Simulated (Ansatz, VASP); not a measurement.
## One calculation of BeCd3Te4, two programs

```xyz
8
Lattice="4.4648 0.0000 0.0000 0.0000 4.4648 0.0000 0.0000 0.0000 13.0379" Properties=species:S:1:pos:R:3 pbc="T T T"
Be    0.0000    0.0000    0.0000
Cd    2.2324    2.2324    3.0227
Cd    2.2324    2.2324   10.0152
Cd    0.0000    0.0000    6.5190
Te    0.0000    2.2324    1.2546
Te    2.2324    0.0000   11.7833
Te    2.2324    0.0000    4.7705
Te    0.0000    2.2324    8.2675
```

Alike in both runs: functional PBE; k mesh 6 × 6 × 2; occupations gaussian, width 0.02 eV; no spin polarisation.

Ansatz relaxed the structure, and its values are those at the end. VASP's run is a single point on that final structure, the one shown.

|  | VASP | Ansatz |
| --- | --- | --- |
| version | VASP 6.6.1 | Ansatz 0.2.0 |
| potentials or method | VASP PAW PBE potentials, release 64 (Be, Cd, Te), cutoff 600 eV | scalar-relativistic, plane waves, PAW |
| valence electrons in the cell | 62 | 126 |

Ansatz gave:

```
gap on the k mesh at the Fermi level (eV) : 0.94
least direct gap on the mesh (eV)         : 0.94
pressure (GPa)                            : 0.0
```

**Question.** Which values does VASP return?

**Answer.** gap on the k mesh at the Fermi level (eV): 0.94; least direct gap on the mesh (eV): 0.94; pressure (GPa): 0.1.

The functional is the same, so the differences come from potentials, cutoffs and numerics. VASP's potentials hold 62 valence electrons a cell and Ansatz's 126, so a difference there can come from the potentials and not from the codes.

Spin-orbit coupling is off throughout.
